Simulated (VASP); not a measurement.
A run of VASP 6.6.1:

INCAR

```
SYSTEM = I
ALGO     = Normal         ! electronic algorithm
EDIFF    = 1E-6           ! SCF threshold, eV
ENCUT    = 520            ! plane-wave cutoff, eV
GGA      = PE             ! functional
ISIF     = 2              ! what is computed and relaxed
ISMEAR   = -1             ! smearing method
LASPH    = .True.         ! aspherical terms in the spheres
LCHARG   = .False.        ! write CHGCAR
LREAL    = .False.        ! projectors in reciprocal space
LWAVE    = .False.        ! write WAVECAR
NBANDS   = 22             ! bands
NELM     = 60             ! most SCF steps
PREC     = Accurate       ! precision mode
SIGMA    = 0.05           ! smearing width, eV
```

Contents of KPOINTS:

```
k-points
0
Gamma
  5 5 2
  0 0 0
```

The input POSCAR:

```
I
1.0
    4.4691335775     -2.3015586197      0.0000000000
    4.4691335775      2.3015586197      0.0000000000
    0.0000000000      0.0000000000      9.8759877929
I
4
Direct
    0.8427352896      0.1572647104      0.1220149726
    0.6572647104      0.3427352896      0.6220149726
    0.1572647104      0.8427352896      0.8779850274
    0.3427352896      0.6572647104      0.3779850274
```

Potentials or basis: VASP PAW PBE potentials, release 64 (I).

The run is started by

```sh
$ cat potpaw_PBE.64/I/POTCAR > POTCAR
$ mpirun -np 1 vasp_std > vasp.out
```

Hardware: 1 thread of Intel(R) Xeon(R) 6975P-C (Granite Rapids) (shared host).

Problem. How long does it take, and how much memory?

Solution. It took 51 s on 1 thread of Intel(R) Xeon(R) 6975P-C (Granite Rapids), on a shared host, peak memory 0.34 GiB. Counts: scf iterations 13, k points 18.
